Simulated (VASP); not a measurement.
# WC (P-6m2) in VASP: single point with PBE

Aim: the single point of WC with PBE.

Program: VASP 6.6.1. These are calculated values, not measurements. Logs are shortened: lines on timing, memory, paths and dates and some standing lists are left out, and cuts for length are marked.

## 1. The cell of the first run

It takes space group P-6m2 (No. 187, hexagonal). The conventional cell has a = 2.885 Å, b = 2.885 Å, c = 2.813 Å, α = 90.00°, β = 90.00°, γ = 120.00°. W (site symmetry -6m2) has 6 C at 2.18 Å and 8 W at 2.81 to 2.88 Å within 2.9 Å. C (site symmetry -6m2) has 6 W at 2.18 Å and 8 C at 2.81 to 2.88 Å within 2.9 Å.

## 2. Single point, PBE, non-collinear spin, typed start, spin-orbit coupling

The input, INCAR:

```
  ALGO = Normal
  EDIFF = 1E-7
  ENCUT = 520
  GGA = PE
  GGA_COMPAT = False
  ISIF = 2
  ISMEAR = -1
  LASPH = True
  LCHARG = True
  LMAXMIX = 4
  LORBIT = 11
  LORBMOM = True
  LREAL = False
  LSORBIT = True
  LVHAR = True
  LWAVE = False
  MAGMOM = 0 0 1 0 0 0
  NBANDS = 30
  NELM = 150
  PREC = Accurate
  SIGMA = 0.1
```

The input, KPOINTS:

```
k-points
0
Gamma
  11 11 10
```

The input, POSCAR:

```
WC
1.0
    2.8848327200      0.0000000000      0.0000000000
   -1.4424163600      2.4983343900      0.0000000000
    0.0000000000      0.0000000000      2.8130949700
W C
1 1
Direct
    0.0000000000      0.0000000000      0.0000000000
    0.6666700000      0.3333300000      0.5000000000
```

Potentials or basis: VASP PAW PBE potentials, release 64 (W_sv, C).

Run with:

```bash
> cat potpaw_PBE.64/W_sv/POTCAR potpaw_PBE.64/C/POTCAR > POTCAR
> mpirun -np 1 vasp_ncl > vasp.out
```

OUTCAR:

```text
EDIFF = 1E-7
   ENCUT = 520
   GGA = PE
   ISIF = 2
   ISMEAR = -1
   LASPH = True
   LORBIT = 11
   LREAL = False
   LSORBIT = True
   NELM = 150
   PREC = Accurate

 ion  position               nearest neighbor table
   1  0.000  0.000  0.000-   2 2.18   2 2.18   2 2.18   2 2.18   2 2.18   2 2.18
   2  0.667  0.333  0.500-   1 2.18   1 2.18   1 2.18   1 2.18   1 2.18   1 2.18

  LATTYP: Found a hexagonal cell.
 ALAT       =     2.8848327200
 C/A-ratio  =     0.9751327869

  Lattice vectors:

 A1 = (   2.8848327200,   0.0000000000,   0.0000000000)
 A2 = (  -1.4424163600,   2.4983343900,   0.0000000000)
 A3 = (   0.0000000000,   0.0000000000,   2.8130949700)

Analysis of symmetry for initial positions (statically):
=====================================================================
 Subroutine PRICEL returns:
 Original cell was already a primitive cell.

 Routine SETGRP: Setting up the symmetry group for a
 hexagonal supercell.

 Subroutine GETGRP returns: Found  4 space group operations
 (whereof  4 operations were pure point group operations)
 out of a pool of 24 trial point group operations.

The static configuration has the point symmetry C_2v.

Analysis of symmetry for dynamics (positions and initial velocities):
=====================================================================
 Subroutine PRICEL returns:
 Original cell was already a primitive cell.

 Routine SETGRP: Setting up the symmetry group for a
 hexagonal supercell.

 Subroutine GETGRP returns: Found  4 space group operations
 (whereof  4 operations were pure point group operations)
 out of a pool of 24 trial point group operations.

The dynamic configuration has the point symmetry C_2v.

Analysis of structural, dynamic, and magnetic symmetry:
=====================================================================
 Subroutine PRICEL returns:
 Original cell was already a primitive cell.

 Routine SETGRP: Setting up the symmetry group for a
 hexagonal supercell.

 Subroutine GETGRP returns: Found  2 space group operations
 (whereof  2 operations were pure point group operations)
 out of a pool of 24 trial point group operations.

The overall configuration has the point symmetry C_1h.

 Subroutine INISYM returns: Found  2 space group operations
 (whereof  2 operations are pure point group operations),
 and found     1 'primitive' translations

----------------------------------------------------------------------------------------

                                     Primitive cell

  volume of cell :      20.2748

  direct lattice vectors                    reciprocal lattice vectors
     2.884832720  0.000000000  0.000000000     0.346640550  0.200133338  0.000000000
    -1.442416360  2.498334390  0.000000000     0.000000000  0.400266675  0.000000000
     0.000000000  0.000000000  2.813094970     0.000000000  0.000000000  0.355480356

  length of vectors
     2.884832720  2.884829229  2.813094970     0.400266191  0.400266675  0.355480356

  position of ions in fractional coordinates (direct lattice)
     0.000000000  0.000000000  0.000000000
     0.666670000  0.333330000  0.500000000

  ion indices of the primitive-cell ions
   primitive index   ion index
                 1           1
                 2           2

----------------------------------------------------------------------------------------

 KPOINTS: k-points

Automatic generation of k-mesh.
 Grid dimensions read from file:
 generate k-points for:   11   11   10

 Generating k-lattice:

  Cartesian coordinates                     Fractional coordinates (reciprocal lattice)
     0.031512777  0.018193940  0.000000000     0.090909091 -0.000000000  0.000000000
     0.000000000  0.036387880  0.000000000     0.000000000  0.090909091  0.000000000
     0.000000000  0.000000000  0.035548036     0.000000000  0.000000000  0.100000000

  Length of vectors
[... 89 lines left out ...]
 NGX is ok and might be reduce to    24
   NGX = 11   NGY = 11   NGZ = 11

 number of electron      18.0000000 magnetization       0.0000000      0.0000000      0.0043256

 number of electron      18.0000000 magnetization      -0.0000000     -0.0000000     -0.0025257

 number of electron      18.0000000 magnetization       0.0000000      0.0000000     -0.0000123

 number of electron      18.0000000 magnetization       0.0000000     -0.0000000     -0.0000123

 Free energy of the ion-electron system (eV)
  ---------------------------------------------------
  ext. energy  EPLUGINS =         0.00000000
  ---------------------------------------------------
  free energy    TOTEN  =       -23.16216560 eV

  energy without entropy =      -23.15272760  energy(sigma->0) =      -23.15744660

 E-fermi :  11.4899     XC(G=0): -13.9301

 val. band max:       11.4585256226   @ k =   0.0909   0.4545  -0.4000
 cond. band min:      11.4901954988   @ k =   0.0000   0.0000   0.1000
 fundamental gap:      0.0316698762
 Fermi energy:        11.4899150817

 k-point     1 :       0.0000    0.0000    0.0000
  band No.  band energies     occupation
      1     -62.5518      1.00000
      2     -62.5518      1.00000
      3     -32.4561      1.00000
      4     -32.4561      1.00000
      5     -23.6662      1.00000
      6     -23.6662      1.00000
[... 781 lines left out ...]
     29      26.4088      0.00000
     30      26.4088      0.00000

 [... further k-points ...]
[... 5 lines left out ...]
  --------------------------------------------------------------------------------------
  -------------------------------------------------------------------------------------
  Total        2.1604103      2.1604094      2.3507003     -0.0000988      0.0000000      0.0000000
  in kB      170.7226849    170.7226140    185.7600177     -0.0078102      0.0000000      0.0000000
  external PRESSURE =     175.7351055 kB  Pullay stress =       0.0000000 kB

 VOLUME and BASIS-vectors are now :
 -----------------------------------------------------------------------------
  energy-cutoff  :      520.00
  volume of cell :       20.27
      direct lattice vectors                 reciprocal lattice vectors
     2.884832720  0.000000000  0.000000000     0.346640550  0.200133338  0.000000000
    -1.442416360  2.498334390  0.000000000     0.000000000  0.400266675  0.000000000
     0.000000000  0.000000000  2.813094970     0.000000000  0.000000000  0.355480356

 POSITION                                       TOTAL-FORCE (eV/Angst)
 -----------------------------------------------------------------------------------
      0.00000      0.00000      0.00000         0.000244     -0.000130      0.000000
      1.44243      0.83277      1.40655        -0.000244      0.000130      0.000000
 -----------------------------------------------------------------------------------
    total drift:                                0.000000     -0.000000     -0.000000

  FREE ENERGIE OF THE ION-ELECTRON SYSTEM (eV)
  ---------------------------------------------------
  free  energy   TOTEN  =       -23.1621656003 eV

  energy  without entropy=      -23.1527276032  energy(sigma->0) =      -23.15744660

 orbital moment (x)

 # of ion     p       d       tot
 ----------------------------------------
  1         0.000   0.000   0.000
  2         0.000   0.000   0.000
 ----------------------------------------
            0.000   0.000   0.000

 orbital moment (y)

 # of ion     p       d       tot
 ----------------------------------------
  1         0.000   0.000   0.000
  2         0.000   0.000   0.000
 ----------------------------------------
            0.000   0.000   0.000

 orbital moment (z)

 # of ion     p       d       tot
 ----------------------------------------
  1        -0.000  -0.000  -0.000
  2         0.000   0.000   0.000
 ----------------------------------------
           -0.000  -0.000  -0.000

 Spin-Orbit-Coupling matrix elements

 Ion:    1  E_soc:     -1.4827201
 l=   1
     0.0000000    -0.2177609    -0.2217978
    -0.2177609     0.0000000    -0.2177607
    -0.2217978    -0.2177607     0.0000000
 l=   2
     0.0000000    -0.0053749     0.0000000    -0.0053749    -0.0262460
    -0.0053749     0.0000000    -0.0157716    -0.0047521    -0.0053749
     0.0000000    -0.0157716     0.0000000    -0.0157715     0.0000000
    -0.0053749    -0.0047521    -0.0157715     0.0000000    -0.0053749
    -0.0262460    -0.0053749     0.0000000    -0.0053749     0.0000000
 l=   3
     0.0000000     0.0000000     0.0000000     0.0000000     0.0000000     0.0000000     0.0000000
     0.0000000     0.0000000     0.0000000     0.0000000     0.0000000     0.0000000     0.0000000
     0.0000000     0.0000000     0.0000000     0.0000000     0.0000000     0.0000000     0.0000000
     0.0000000     0.0000000     0.0000000     0.0000000     0.0000000     0.0000000     0.0000000
     0.0000000     0.0000000     0.0000000     0.0000000     0.0000000     0.0000000     0.0000000
     0.0000000     0.0000000     0.0000000     0.0000000     0.0000000     0.0000000     0.0000000
     0.0000000     0.0000000     0.0000000     0.0000000     0.0000000     0.0000000     0.0000000

 Ion:    2  E_soc:     -0.0002793
 l=   1
     0.0000000    -0.0000483    -0.0000429
    -0.0000483     0.0000000    -0.0000483
    -0.0000429    -0.0000483     0.0000000
 l=   2
     0.0000000     0.0000000     0.0000000     0.0000000     0.0000000
     0.0000000     0.0000000     0.0000000     0.0000000     0.0000000
     0.0000000     0.0000000     0.0000000     0.0000000     0.0000000
     0.0000000     0.0000000     0.0000000     0.0000000     0.0000000
     0.0000000     0.0000000     0.0000000     0.0000000     0.0000000
 l=   3
     0.0000000     0.0000000     0.0000000     0.0000000     0.0000000     0.0000000     0.0000000
     0.0000000     0.0000000     0.0000000     0.0000000     0.0000000     0.0000000     0.0000000
     0.0000000     0.0000000     0.0000000     0.0000000     0.0000000     0.0000000     0.0000000
     0.0000000     0.0000000     0.0000000     0.0000000     0.0000000     0.0000000     0.0000000
     0.0000000     0.0000000     0.0000000     0.0000000     0.0000000     0.0000000     0.0000000
     0.0000000     0.0000000     0.0000000     0.0000000     0.0000000     0.0000000     0.0000000
     0.0000000     0.0000000     0.0000000     0.0000000     0.0000000     0.0000000     0.0000000

 total charge

# of ion       s       p       d       tot
------------------------------------------
    1        2.355   6.448   3.455  12.258
    2        0.858   1.594   0.000   2.452
--------------------------------------------------
tot          3.213   8.042   3.455  14.709

 magnetization (x)

# of ion       s       p       d       tot
------------------------------------------
    1        0.000   0.000   0.000   0.000
    2        0.000   0.000   0.000   0.000
--------------------------------------------------
tot          0.000   0.000   0.000   0.000

 magnetization (y)

# of ion       s       p       d       tot
------------------------------------------
    1        0.000   0.000   0.000   0.000
    2        0.000   0.000   0.000   0.000
--------------------------------------------------
tot          0.000   0.000   0.000   0.000

 magnetization (z)

# of ion       s       p       d       tot
------------------------------------------
    1       -0.000   0.000   0.000   0.000
    2       -0.000  -0.000   0.000  -0.000
--------------------------------------------------
tot         -0.000  -0.000   0.000  -0.000
```

Run time: 5.3 min. Hardware: 1 thread of Intel Xeon 6975P-C (Granite Rapids), shared host; peak memory 0.69 GiB.

Results:

| Item | Value |
| --- | --- |
| Free energy | -23.1622 eV |
| Pressure | 17.6 GPa |
| Net moment | 0.00 μB per cell |
| Valence electrons inside the program's atomic spheres | W 12.26; C 2.45 |

Stress tensor (GPa, compression positive):
```
17.07  0.00  0.00
 0.00 17.07  0.00
 0.00  0.00 18.58
```

Moments on the atoms (μB; x, y, z):
```
W   0.00 0.00 0.00
C   0.00 0.00 0.00
```
